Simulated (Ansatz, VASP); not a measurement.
Two plane-wave programs on CeHf2O6

Contents of INCAR:

```
  PREC = Accurate
  ENCUT = 600
  EDIFF = 1E-7
  ISMEAR = 0
  SIGMA = 0.1
  LREAL = False
  LASPH = True
  NELM = 60
  ALGO = Normal
  ISIF = 3
  LWAVE = False
  LCHARG = False
  GGA = PE
  IBRION = 2
  NSW = 90
  EDIFFG = -0.04
```

Contents of KPOINTS:

```
Automatic mesh
0
Gamma
  6 6 2
```

File POSCAR:

```
CeHf2O6
1.0
    3.8840121200      0.0000000000      0.0000000000
   -1.9420060600      3.3636531600      0.0000000000
    0.0000000000      0.0000000000      9.5138478400
Ce Hf O
1 2 6
Direct
    0.0000000000      0.0000000000      0.0000000000
    0.3333333300      0.6666666700      0.6666666700
    0.6666666700      0.3333333300      0.3333333300
    0.6666666700      0.3333333300      0.5833333300
    0.0000000000      0.0000000000      0.2500000000
    0.3333333300      0.6666666700      0.9166666700
    0.3333333300      0.6666666700      0.4166666700
    0.6666666700      0.3333333300      0.0833333300
    0.0000000000      0.0000000000      0.7500000000
```

Input for Ansatz:

```yaml
crystal:
  lattice:
    - [3.88401212, 0.0, 0.0]
    - [-1.94200606, 3.36365316, 0.0]
    - [0.0, 0.0, 9.51384784]
  atoms:
    - { symbol: Ce, position: [0.0, 0.0, 0.0] }
    - { symbol: Hf, position: [0.33333333, 0.66666667, 0.66666667] }
    - { symbol: Hf, position: [0.66666667, 0.33333333, 0.33333333] }
    - { symbol: O, position: [0.66666667, 0.33333333, 0.58333333] }
    - { symbol: O, position: [0.0, 0.0, 0.25] }
    - { symbol: O, position: [0.33333333, 0.66666667, 0.91666667] }
    - { symbol: O, position: [0.33333333, 0.66666667, 0.41666667] }
    - { symbol: O, position: [0.66666667, 0.33333333, 0.08333333] }
    - { symbol: O, position: [0.0, 0.0, 0.75] }
basis:
  ecutwfc: 420
kpoints:
  mp_grid: { grid: [6, 6, 2] }
hamiltonian:
  xc: pbe
scf:
  occupations: { method: gaussian, width: 0.1 }
  lower_state_search: "off"
output:
  forces: true
  stress: true
  eigenvalues: true
relax:
  adjacent_minimum: "off"
  f_tol: 0.04
  max_steps: 70
  cell: { stress_tol: 0.4 }
```

Alike in both runs: task relaxation of cell and atoms; functional PBE; k mesh 6 × 6 × 2; occupations gaussian, width 0.1 eV; no spin polarisation.

```csv
,VASP,Ansatz
version,VASP 6.6.1,Ansatz 0.2.0
potentials or method,"VASP PAW PBE potentials, release 64 (Ce, Hf_pv, O), cutoff 600 eV","scalar-relativistic, plane waves, PAW"
valence electrons in the cell,68,100
```

Ansatz gave:

```
gap on the k mesh at the Fermi level, each at its own relaxed structure (eV) : 1.59
relaxed volume (Å³/atom)                                                     : 11.87
relaxed cell length with the largest relative difference (Å)                 : 8.965
```

Problem. Which values does VASP return?

Solution. gap on the k mesh at the Fermi level, each at its own relaxed structure (eV): 1.58; relaxed volume (Å³/atom): 11.75; relaxed cell length with the largest relative difference (Å): 8.927.

VASP's potentials hold 68 valence electrons a cell and Ansatz's 100, so a difference there can come from the potentials and not from the codes.

Neither program's run includes spin-orbit coupling.
